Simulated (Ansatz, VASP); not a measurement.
# Li2S in VASP and in Ansatz

The input INCAR:

```
  PREC = Accurate
  ENCUT = 750
  EDIFF = 1E-6
  ISMEAR = 0
  SIGMA = 0.05
  LREAL = F
  LASPH = T
  NELM = 120
  ALGO = Normal
  ISIF = 2
  LWAVE = F
  LCHARG = F
  GGA = PS
  IVDW = 12
  NBANDS = 13
  GGA_COMPAT = F
```

Contents of KPOINTS:

```
regular mesh
0
Gamma
  8 8 8
```

File POSCAR:

```
Li2S
1.0
    0.0000000000      2.7362719628      2.7362719628
    2.7362719628      0.0000000000      2.7362719628
    2.7362719628      2.7362719628      0.0000000000
Li S
2 1
Direct
    0.2500000000      0.2500000000      0.2500000000
    0.7500000000      0.7500000000      0.7500000000
    0.0000000000      0.0000000000      0.0000000000
```

Input for Ansatz:

```yaml
crystal:
  lattice:
    - [0.0, 2.7362719628, 2.7362719628]
    - [2.7362719628, 0.0, 2.7362719628]
    - [2.7362719628, 2.7362719628, 0.0]
  atoms:
    - { symbol: Li, position: [0.25, 0.25, 0.25] }
    - { symbol: Li, position: [0.75, 0.75, 0.75] }
    - { symbol: S, position: [0.0, 0.0, 0.0] }
basis:
  ecutwfc: 420
  ecutrho_ratio: 4
kpoints:
  mp_grid: { grid: [8, 8, 8] }
hamiltonian:
  xc: pbesol
  dispersion: d3bj
scf:
  occupations: { method: gaussian, width: 0.05 }
output:
  forces: true
  stress: true
  eigenvalues: true
```

Alike in both runs: task single point; functional PBEsol; dispersion D3(BJ); k mesh 8 × 8 × 8; occupations gaussian, width 0.05 eV; no spin polarisation.

```csv
,VASP,Ansatz
version,VASP 6.6.1,Ansatz 0.2.0
potentials or method,"VASP PAW PBE potentials, release 64 (Li_sv, S), cutoff 750 eV","scalar-relativistic, plane waves, PAW"
valence electrons in the cell,12,12
```

|  | VASP | Ansatz | Ansatz less VASP |
| --- | --- | --- | --- |
| gap on the k mesh at the Fermi level (eV) | 3.11 | 3.11 | 0.000 |
| least direct gap on the mesh (eV) | 4.74 | 4.74 | -0.001 |
| pressure (GPa) | 2.0 | 2.0 | -0.01 |

VASP's potentials were made for PBE, not for PBEsol.
